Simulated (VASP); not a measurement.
Wanted: the native input for a VASP 6.6.1 run.

```yaml
Task: single point
Functional: PBEsol
Potentials_or_basis: VASP PAW PBE potentials, release 64 (Pd)
Cutoff: 520 eV
k_mesh: 24 × 24 × 24
Occupations: gaussian, width 0.15 eV
Spin: no spin polarisation
Dipole_correction: no
Further_INCAR_settings: ALGO = Fast; EDIFF = 1e-06; NBANDS = 11
```

The structure of Pd lies in POSCAR:

```
Pd
1.0
    0.0000000000      1.9135251587      2.0092014167
    1.9135251587      0.0000000000      2.0092014167
    1.9135251587      1.9135251587      0.0000000000
Pd
1
Direct
    0.0000000000      0.0000000000      0.0000000000
```

This cell differs from its parent crystal: ratio of the length along z to the lengths across it x 1.05, volume and fractional coordinates fixed.

The input as run:

INCAR

```
SYSTEM = Pd
PREC     = Accurate       ! precision mode
ENCUT    = 520            ! plane-wave cutoff, eV
EDIFF    = 1E-6           ! SCF threshold, eV
ISMEAR   = 0              ! smearing method
SIGMA    = 0.15           ! smearing width, eV
LREAL    = .False.        ! projectors in reciprocal space
LASPH    = .True.         ! aspherical terms in the spheres
NELM     = 60             ! most SCF steps
ALGO     = Fast           ! electronic algorithm
ISIF     = 2              ! what is computed and relaxed
LWAVE    = .False.        ! write WAVECAR
LCHARG   = .False.        ! write CHGCAR
GGA      = PS             ! functional
NBANDS   = 11             ! bands
```

KPOINTS

```
regular mesh
0
Gamma
  24 24 24
  0 0 0
```

Potentials or basis: VASP PAW PBE potentials, release 64 (Pd).

The run is started by

```sh
$ cat potpaw_PBE.64/Pd/POTCAR > POTCAR
$ mpirun -np 1 vasp_std > vasp.out
```

Results of the run:

| Item | Value |
| --- | --- |
| Pressure | -2.2 GPa |
| Band gap on the k mesh | zero (bands 5 and 6 overlap by 1.75 eV) |

Caveat: the PAW data sets were made with another functional, which shifts forces and pressure a little.

Run time: 2.9 min on 1 thread of Intel Xeon 8259CL (shared host), peak memory 0.28 GiB.
